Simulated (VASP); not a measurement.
Runs of VASP 6.6.1 on CdTe. Symmetry: F-43m, No. 216, cubic system. The conventional cell has a = 6.560 Å, b = 6.560 Å, c = 6.560 Å, α = 90.00°, β = 90.00°, γ = 90.00°. Cd (site symmetry -43m) has 4 Te at 2.84 Å within 3.7 Å. Te (site symmetry -43m) has 4 Cd at 2.84 Å within 3.7 Å. 

| level | grid for exact exchange (PRECFOCK) | screening parameter | gap on the mesh (eV) | pressure (GPa) |
| --- | --- | --- | --- | --- |
| PBE | - | - | (a) | (b) |
| r2SCAN | - | - | 1.15 | 0.3 |
| PBE0 | Normal | - | 2.12 | 0.0 |
| HSE06 | Normal | 0.2079 1/Å | 1.44 | 0.2 |

Alike in all rows: task single point; potentials or basis VASP PAW PBE potentials, release 64 (Cd, Te); no spin polarisation; cell as given; k mesh 4 × 4 × 4; cutoff (eV) 520; smearing gaussian 0.01 eV.

Fill in the values left out.

(a) 0.65; (b) 1.3.

Caveats: spin-orbit coupling is left out, which moves the levels of the heavy elements; the PAW data sets were made with another functional, which shifts forces and pressure a little (some runs).

A k mesh can miss the band edges, and the runs leave out spin-orbit coupling on Cd, Te.
